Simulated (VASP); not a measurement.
A run of VASP 6.6.1:

Contents of INCAR:

```
ALGO = Normal ; DIPOL = 0.5 0.5 0.500
EDIFF = 1E-6 ; ENCUT = 520
GGA = PS ; IDIPOL = 3
ISIF = 2 ; ISMEAR = 0
LASPH = T ; LCHARG = F
LDIPOL = T ; LREAL = Auto
LWAVE = F ; NBANDS = 84
NELM = 80 ; PREC = Accurate
SIGMA = 0.05
```

The input KPOINTS:

```
k-points
0
Gamma
  8 3 1
```

Contents of POSCAR:

```
B15P16
1.0
    3.1962448395      0.0000000000      0.0000000000
    0.0000000000      9.5887345184      0.0000000000
    0.0000000000      0.0000000000     26.3004320016
P B
16 15
Direct
    0.0000000000      0.6154230628      0.2823290560
    0.5000000000      0.3367608043      0.3198108895
    0.0000000000      0.0535918126      0.3404738592
    0.5000000000      0.7881767186      0.3731582295
    0.0000000000      0.5005272330      0.3993702211
    0.5000000000      0.2217477420      0.4278991162
    0.0000000000      0.9477324455      0.4587902885
    0.5000000000      0.6678929814      0.4854199668
    0.0000000000      0.3890179818      0.5136238125
    0.5000000000      0.1147334479      0.5449512186
    0.0000000000      0.8324559594      0.5724119164
    0.5000000000      0.5527575568      0.5984415240
    0.0000000000      0.2842011089      0.6323651029
    0.5000000000      0.0008461737      0.6620182258
    0.0000000000      0.6978361458      0.6881685815
    0.5000000000      0.4836037257      0.7137162009
    0.5000000000      0.6910333243      0.3110639386
    0.0000000000      0.4442081718      0.3249517327
    0.5000000000      0.1630812567      0.3556008845
    0.0000000000      0.8967262171      0.3872961854
    0.5000000000      0.6127225436      0.4134844324
    0.0000000000      0.3325426421      0.4418143750
    0.5000000000      0.0581083712      0.4729744776
    0.0000000000      0.7792437158      0.5002812610
    0.5000000000      0.5000387970      0.5271249776
    0.0000000000      0.2257840464      0.5590526580
    0.5000000000      0.9437049287      0.5858027105
    0.0000000000      0.6625669030      0.6127784318
    0.5000000000      0.3975881064      0.6462590390
    0.0000000000      0.1043121021      0.6625484365
    0.5000000000      0.8121450843      0.6860182498
```

Potentials or basis: VASP PAW PBE potentials, release 64 (P, B).

Command:

```console
$ cat potpaw_PBE.64/P/POTCAR potpaw_PBE.64/B/POTCAR > POTCAR
$ mpirun -np 1 vasp_std > vasp.out
```

Hardware: 1 thread of Intel(R) Xeon(R) Platinum 8559C (Emerald Rapids) (shared host).

Task: How long does it take, and how much memory?

Result: It took 21 min on 1 thread of Intel(R) Xeon(R) Platinum 8559C (Emerald Rapids), with other jobs on the host, peak memory 0.92 GiB. Counts: scf iterations 41, k points 10.
